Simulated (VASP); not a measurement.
A run of VASP 6.6.1 is set up as follows.

Contents of INCAR:

```
ALGO = Normal ; EDIFF = 1E-7
EDIFFG = -0.005 ; ENCUT = 600
GGA = PS ; IBRION = 2
ISIF = 3 ; ISMEAR = 0
KPAR = 4 ; LASPH = T
LCHARG = F ; LREAL = F
LWAVE = F ; NELM = 80
NSW = 90 ; PREC = Accurate
SIGMA = 0.03
```

Contents of KPOINTS:

```
k-points
0
Gamma
  4 4 4
```

POSCAR

```
BaZrS3                                  
1.0
    7.0738830400      0.0000000000      0.0000000000
    0.0000000000      9.9259171225      0.0000000000
    0.0000000000      0.0000000000      6.9628807530
  Ba              Zr              S             
     4     4    12
Direct
     0.0498793755814559    0.2500000000000000    0.0107679241737488
     0.4501206244185441    0.7500000000000000    0.5107679241737487
     0.5498793755814559    0.2500000000000000    0.4892320758262511
     0.9501206244185441    0.7500000000000000    0.9892320758262513
     0.0000000000000000    0.0000000000000000    0.5000000000000000
     0.5000000000000000    0.0000000000000000    0.0000000000000000
     0.5000000000000000    0.5000000000000000    0.0000000000000000
     0.0000000000000000    0.5000000000000000    0.5000000000000000
     0.9954450678074709    0.2500000000000000    0.5638856494729887
     0.5045549321925291    0.7500000000000000    0.0638856494729886
     0.4954450678074709    0.2500000000000000    0.9361143505270113
     0.0045549321925292    0.7500000000000000    0.4361143505270114
     0.2114138827941655    0.9662640252209795    0.7886088487924087
     0.2885861172058345    0.0337359747790204    0.2886088487924084
     0.7114138827941655    0.5337359747790205    0.7113911512075913
     0.7885861172058345    0.4662640252209795    0.2113911512075915
     0.7885861172058345    0.0337359747790204    0.2113911512075915
     0.7114138827941655    0.9662640252209795    0.7113911512075913
     0.2885861172058345    0.4662640252209795    0.2886088487924084
     0.2114138827941655    0.5337359747790205    0.7886088487924087
```

Potentials or basis: VASP PAW PBE potentials, release 64 (Ba_sv, Zr_sv, S).

Run with:

```console
$ cat potpaw_PBE.64/Ba_sv/POTCAR potpaw_PBE.64/Zr_sv/POTCAR potpaw_PBE.64/S/POTCAR > POTCAR
$ mpirun -np 4 vasp_std > vasp.out
```

Estimate the space group after relaxing (to 0.1 Å).

Pnma (No. 62).

What does it give for the relaxed cell?

a = 7.078 Å, b = 9.929 Å, c = 6.954 Å, α = 90.00°, β = 90.00°, γ = 90.00°.

Final structure:
```yaml
crystal:
  lattice:
    - [7.07799, 0.00000, 0.00000]
    - [0.00000, 9.92862, 0.00000]
    - [0.00000, 0.00000, 6.95437]
  atoms:
    - { symbol: Ba, position: [0.05078, 0.25000, 0.01143] }
    - { symbol: Ba, position: [0.44922, 0.75000, 0.51143] }
    - { symbol: Ba, position: [0.55078, 0.25000, 0.48857] }
    - { symbol: Ba, position: [0.94922, 0.75000, 0.98857] }
    - { symbol: Zr, position: [0.00000, 0.00000, 0.50000] }
    - { symbol: Zr, position: [0.50000, 0.00000, 0.00000] }
    - { symbol: Zr, position: [0.50000, 0.50000, 0.00000] }
    - { symbol: Zr, position: [0.00000, 0.50000, 0.50000] }
    - { symbol: S, position: [0.99519, 0.25000, 0.56303] }
    - { symbol: S, position: [0.50481, 0.75000, 0.06303] }
    - { symbol: S, position: [0.49519, 0.25000, 0.93697] }
    - { symbol: S, position: [0.00481, 0.75000, 0.43697] }
    - { symbol: S, position: [0.21045, 0.96687, 0.78986] }
    - { symbol: S, position: [0.28955, 0.03313, 0.28986] }
    - { symbol: S, position: [0.71045, 0.53313, 0.71014] }
    - { symbol: S, position: [0.78955, 0.46687, 0.21014] }
    - { symbol: S, position: [0.78955, 0.03313, 0.21014] }
    - { symbol: S, position: [0.71045, 0.96687, 0.71014] }
    - { symbol: S, position: [0.28955, 0.46687, 0.28986] }
    - { symbol: S, position: [0.21045, 0.53313, 0.78986] }
```
